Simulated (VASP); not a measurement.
Cu:

```
Cu
1.0
     1.55013    0.89497    2.87453
    -1.55013    0.89497    2.87453
     0.00000   -1.78994    2.87453
Cu
2
Direct
  0.22754 0.22754 0.22754
  0.77246 0.77246 0.77246
```

- Program: VASP 6.6.1
- Task: relaxation of cell and atoms
- Functional: PBEsol
- Potentials or basis: VASP PAW PBE potentials, release 64 (Cu)
- Cutoff: 600 eV
- k mesh: 6 × 6 × 6
- Occupations: gaussian, width 0.1 eV
- Spin: no spin polarisation

At the start: pressure 30.0 GPa; volume 11.96 Å³/atom.

Task: Where does the relaxation end?

Result: Over 30 steps the energy falls by 952.6 meV/atom and the volume is 11.37 Å³/atom (-5.0 %); space group R-3m (No. 166, to 0.1 Å) before, Fm-3m (No. 225, to 0.1 Å).

Step by step:
```tsv
step	energy change (eV)	largest force (eV/Å)	pressure (GPa)	volume (Å³)
1	0.0000	4.5476	30.05	23.93
2	-0.5724	0.1845	-15.41	32.56
3	-0.8448	0.7964	-7.27	28.56
4	-0.8454	0.8500	-6.83	28.43
5	-0.8454	0.8952	-6.43	28.33
6	-0.9834	0.3367	-2.37	26.71
7	-1.0131	0.1936	1.63	25.73
8	-1.1071	0.4447	0.91	25.58
9	-1.3979	1.3144	-0.81	24.80
10	-1.4305	3.0027	18.53	21.91
11	-1.5723	2.3413	2.87	23.55
12	-1.5486	2.7716	10.04	22.66
13	-1.5743	2.6191	6.70	23.03
14	-1.5960	2.5066	6.04	23.05
15	-1.6357	2.1911	4.72	23.08
16	-1.6074	1.5964	4.12	23.05
17	-1.6440	2.0229	4.26	23.09
18	-1.6660	1.9338	3.38	23.14
19	-1.7239	1.6715	0.95	23.29
20	-1.8051	1.1795	-2.90	23.57
21	-1.8344	0.2100	-6.83	24.10
22	-1.8437	0.5540	-6.08	23.93
23	-1.8667	0.4319	-4.33	23.57
24	-1.8936	0.0798	0.75	22.74
25	-1.8938	0.0310	1.45	22.64
26	-1.8987	0.0106	0.83	22.70
27	-1.9040	0.1007	-0.61	22.86
28	-1.9041	0.1071	-0.68	22.87
29	-1.9049	0.0635	-0.18	22.79
30	-1.9051	0.0318	0.21	22.73
```

Final structure:
```cif
data_structure
_symmetry_space_group_name_H-M 'P 1'
_symmetry_Int_Tables_number 1
_cell_length_a 4.3081
_cell_length_b 4.3081
_cell_length_c 4.3081
_cell_angle_alpha 34.376
_cell_angle_beta 34.376
_cell_angle_gamma 34.376
_cell_volume 22.73
loop_
_atom_site_label
_atom_site_type_symbol
_atom_site_fract_x
_atom_site_fract_y
_atom_site_fract_z
_atom_site_occupancy
Cu1 Cu 0.24985 0.24985 0.24985 1
Cu2 Cu 0.75015 0.75015 0.75015 1
```

Caveat: the k points lie up to 0.48 Å⁻¹ apart in the final cell, too coarse for converged energies and pressures of a metal; a cell axis changed by over 15 % at a fixed basis, so the end point is rough; the PAW data sets were made with another functional, which shifts forces and pressure a little.
